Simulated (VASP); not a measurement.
Ta4Al5N9, 18 atoms in the cell. The cell holds a disordered packing, 18 atoms: a = 5.705 Å, b = 6.301 Å, c = 5.766 Å, α = 87.31°, β = 90.43°, γ = 91.07°. 

* Program: VASP 6.6.1
* Task: molecular dynamics
* Functional: PBE
* Potentials or basis: VASP PAW PBE potentials, release 64 (Al, N, Ta_pv)
* Cutoff: 520 eV
* k mesh: 1 × 1 × 1, shifted
* Occupations: fermi-dirac, width 0.3447 eV
* Spin: no spin polarisation
* Dipole correction: no
* Further INCAR settings: LREAL = Auto; ALGO = Normal; EDIFF = 1e-05; NBANDS = 67; ISYM = 0; IBRION = 0; POTIM = 2.0; NSW = 40

Potentials or basis: VASP PAW PBE potentials, release 64 (Al, N, Ta_pv).

Run with:

```sh
$ cat potpaw_PBE.64/Al/POTCAR potpaw_PBE.64/N/POTCAR potpaw_PBE.64/Ta_pv/POTCAR > POTCAR
$ mpirun -np 1 vasp_std > vasp.out
```

Hardware: 1 thread of Intel(R) Xeon(R) Platinum 8488C (Sapphire Rapids) (shared host).

Problem. Estimate the wall time of this run.

Solution. It took 16 min on 1 thread of Intel(R) Xeon(R) Platinum 8488C (Sapphire Rapids), on a shared host, peak memory 0.35 GiB. Counts: scf iterations 322, k points 1, ion steps 40.
